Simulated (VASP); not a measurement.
A run of VASP 6.6.1 is set up as follows.

Contents of INCAR:

```
  ALGO = Normal
  EDIFF = 1E-6
  ENCUT = 520
  GGA = PE
  ISIF = 2
  ISMEAR = -1
  ISPIN = 2
  LASPH = T
  LCHARG = F
  LMAXMIX = 4
  LORBIT = 11
  LREAL = F
  LWAVE = F
  MAGMOM = 1 1
  NBANDS = 21
  NELM = 150
  PREC = Accurate
  SIGMA = 0.1
```

KPOINTS

```
k-points
0
Gamma
  14 14 14
```

File POSCAR:

```
Ni
1.0
    0.0000000000      2.0260160535      2.0260160535
    2.0260160535      0.0000000000      2.0260160535
    2.0260160535      2.0260160535      0.0000000000
Ni
2
Direct
   -0.1250000000     -0.1250000000     -0.1250000000
    0.1250000000      0.1250000000      0.1250000000
```

Potentials or basis: VASP PAW PBE potentials, release 64 (Ni).

The run is started by

```bash
$ cat potpaw_PBE.64/Ni/POTCAR > POTCAR
$ mpirun -np 1 vasp_std > vasp.out
```

Question: Estimate the pressure.

Answer: 286.0 GPa.

Question: Estimate the site moments.

Answer: Ni +0.43 μB.

Question: What does it give for the net moment?

Answer: 0.91 μB per cell.

Caveat: the cell stands under pressure.
